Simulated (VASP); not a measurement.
Here is a VASP 6.6.1 calculation.

POSCAR

```
P
1.0
    2.5300000000      0.0000000000      0.0000000000
    0.0000000000      2.5300000000      0.0000000000
    0.0000000000      0.0000000000      2.5300000000
P
1
Direct
    0.0000000000      0.0000000000      0.0000000000
```

Contents of INCAR.step1:

```
PREC = Accurate
ENCUT = 600
ISMEAR = 0
SIGMA = 0.05
LREAL = False
LASPH = True
NELM = 100
GGA = PE
ALGO = Normal
EDIFF = 1E-4
LWAVE = True
LCHARG = False
```

Contents of INCAR.step2:

```
PREC = Accurate
ENCUT = 600
EDIFF = 1E-6
ISMEAR = 0
SIGMA = 0.05
LREAL = False
LASPH = True
NELM = 100
ALGO = Normal
ISIF = 3
LWAVE = False
LCHARG = False
METAGGA = R2SCAN
LMIXTAU = True
IBRION = 2
NSW = 80
EDIFFG = -0.01
PSTRESS = 450.0
ISTART = 1
```

Contents of KPOINTS:

```
regular mesh
0
Gamma
  17 17 17
```

Potentials or basis: VASP PAW PBE potentials, release 64 (P).

Launch:

```sh
$ cat potpaw_PBE.64/P/POTCAR > POTCAR
$ cp INCAR.step1 INCAR
$ mpirun -np 1 vasp_std > vasp.out
$ cp INCAR.step2 INCAR
$ mpirun -np 1 vasp_std > vasp.out
```

Problem. Predict the space group after relaxing (to 0.1 Å).

Solution. Pm-3m (No. 221).

Problem. Predict the relaxed volume.

Solution. 11.53 Å³/atom.

Step by step:
```tsv
step	energy change (eV)	largest force (eV/Å)	pressure (GPa)	volume (Å³)
1	0.0000	0.0000	-10.33	16.19
2	6.8484	0.0000	548.91	6.31
3	0.0897	0.0000	28.40	12.26
4	0.1797	0.0000	38.78	11.82
5	0.2397	0.0000	43.76	11.59
6	0.2626	0.0000	45.81	11.50
7	0.2389	0.0000	43.55	11.59
8	0.2540	0.0000	45.05	11.53
```

Caveat: the cell is relaxed towards a set pressure, so the run minimises the enthalpy, not the energy; the volume moved by over 15 % at a fixed basis, so the end points are rough; the PAW data sets were made with another functional, which shifts forces and pressure a little.
